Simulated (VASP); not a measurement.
## Ge: single point with r2SCAN

Ge:

```xyz
2
Lattice="-2.5745 2.5745 1.3974 2.5745 -2.5745 1.3974 2.5745 2.5745 -1.3974" Properties=species:S:1:pos:R:3 pbc="T T T"
Ge    2.4857   -0.0146    0.7018
Ge    2.5616    2.5414    0.0086
```

| Quantity | Value |
| --- | --- |
| Program | VASP 6.6.1 |
| Task | single point |
| Functional | r2SCAN |
| Potentials or basis | VASP PAW PBE potentials, release 64 (Ge_d) |
| Cutoff | 520 eV |
| k mesh | 8 × 8 × 6 |
| Occupations | methfessel-paxton, width 0.1 eV |
| Spin | no spin polarisation |

```json
{
 "Pressure": "0.8 GPa",
 "Largest force": "0.199 eV/Å",
 "Band gap on the k mesh": "zero (band 14 reaches 8.40 eV, above the bottom of band 15 at 3.67 eV)"
}
```

Forces in eV/Å, atoms in the order of the input:
```
Ge   0.197  0.004 -0.023
Ge  -0.197 -0.004  0.023
```

Stress tensor (GPa, compression positive):
```
-0.28 -0.32 -0.94
-0.32 -0.84 -0.69
-0.94 -0.69  3.39
```

Levels at points of the mesh, in eV from the Fermi level:
| k point | band 11 | band 12 | band 13 | band 14 | band 15 | band 16 | band 17 | band 18 |
| --- | --- | --- | --- | --- | --- | --- | --- | --- |
| (0.00, 0.00, 0.00) | -13.87 | -4.04 | -2.47 | -2.45 | 3.78 | 8.06 | 8.10 | 8.65 |
| (0.50, 0.00, 0.00) | -8.34 | -6.55 | -2.60 | -2.13 | -1.34 | 2.78 | 3.97 | 5.85 |
| (0.00, 0.50, 0.00) | -8.41 | -6.41 | -2.68 | -2.11 | -1.34 | 2.77 | 4.04 | 5.65 |
| (0.50, 0.50, 0.00) | -11.22 | -10.73 | 0.34 | 0.94 | 2.18 | 2.35 | 8.07 | 8.08 |
| (0.00, 0.00, 0.50) | -11.13 | -10.83 | 0.44 | 0.81 | 2.24 | 2.34 | 8.07 | 8.07 |
| (0.50, 0.00, 0.50) | -8.21 | -6.77 | -2.47 | -2.13 | -1.47 | 3.01 | 3.70 | 6.26 |
| (0.00, 0.50, 0.50) | -8.29 | -6.64 | -2.55 | -2.13 | -1.38 | 2.83 | 3.89 | 6.00 |
| (0.50, 0.50, 0.50) | -9.25 | -9.20 | -6.08 | -6.04 | 6.58 | 6.62 | 11.71 | 11.73 |

Run time: 4.8 min on 1 thread of Intel(R) Xeon(R) 6975P-C (Granite Rapids), with other jobs on the host, peak memory 0.26 GiB.

Caveat: the PAW data sets were made with another functional, which shifts forces and pressure a little.
